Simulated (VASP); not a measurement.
Al2GaP3: single point with PBE

Al2GaP3:

```
CELL_PARAMETERS angstrom
3.88588 0.00000 0.00000
-1.94294 3.36527 0.00000
0.00000 0.00000 19.16456
ATOMIC_POSITIONS crystal
Al 0.33333 0.66667 0.00002
Al 0.33333 0.66667 0.66649
Al 0.66667 0.33333 0.16649
Al 0.66667 0.33333 0.50002
Ga 0.33333 0.66667 0.33366
Ga 0.66667 0.33333 0.83366
P 0.33333 0.66667 0.12487
P 0.33333 0.66667 0.45862
P 0.33333 0.66667 0.79133
P 0.66667 0.33333 0.29133
P 0.66667 0.33333 0.62487
P 0.66667 0.33333 0.95862
```

```json
{
  "Program": "VASP 6.6.1",
  "Task": "single point",
  "Functional": "PBE",
  "Potentials or basis": "VASP PAW PBE potentials, release 64 (Al, Ga_d, P)",
  "Cutoff": "520 eV",
  "k mesh": "12 × 12 × 2",
  "Occupations": "gaussian, width 0.02 eV",
  "Spin": "no spin polarisation",
  "Dipole correction": "no",
  "Further INCAR settings": "ALGO = Normal; EDIFF = 1e-06; NBANDS = 46"
}
```

```
Pressure               : -0.1 GPa
Largest force          : 0.006 eV/Å
Band gap on the k mesh : 1.52 eV (least direct gap 1.85 eV)
```

Forces on the atoms (eV/Å):
```
Al   0.000  0.000  0.000
Al   0.000  0.000 -0.001
Al   0.000  0.000 -0.001
Al   0.000  0.000  0.000
Ga   0.000  0.000  0.000
Ga   0.000  0.000  0.000
P    0.000  0.000  0.000
P    0.000  0.000  0.006
P    0.000  0.000 -0.004
P    0.000  0.000 -0.004
P    0.000  0.000  0.000
P    0.000  0.000  0.006
```

Levels at points of the mesh, in eV from the valence-band top:
| k point | band 31 | band 32 | band 33 | band 34 | band 35 | band 36 | band 37 | band 38 |
| --- | --- | --- | --- | --- | --- | --- | --- | --- |
| (0.00, 0.00, 0.00) | -0.19 | -0.17 | 0.00 | 0.00 | 1.85 | 1.86 | 2.54 | 2.86 |
| (0.50, 0.00, 0.00) | -1.47 | -1.45 | -1.36 | -0.97 | 1.52 | 1.89 | 2.06 | 2.14 |
| (0.00, 0.00, 0.50) | -0.07 | -0.07 | -0.07 | -0.07 | 1.89 | 1.89 | 2.76 | 2.76 |
| (0.50, 0.00, 0.50) | -1.76 | -1.76 | -1.10 | -1.10 | 1.78 | 1.78 | 2.08 | 2.08 |

Run time: 15 min on 1 thread of AMD EPYC 7R13 (shared host), peak memory 0.53 GiB.

A k mesh can miss the band edges.
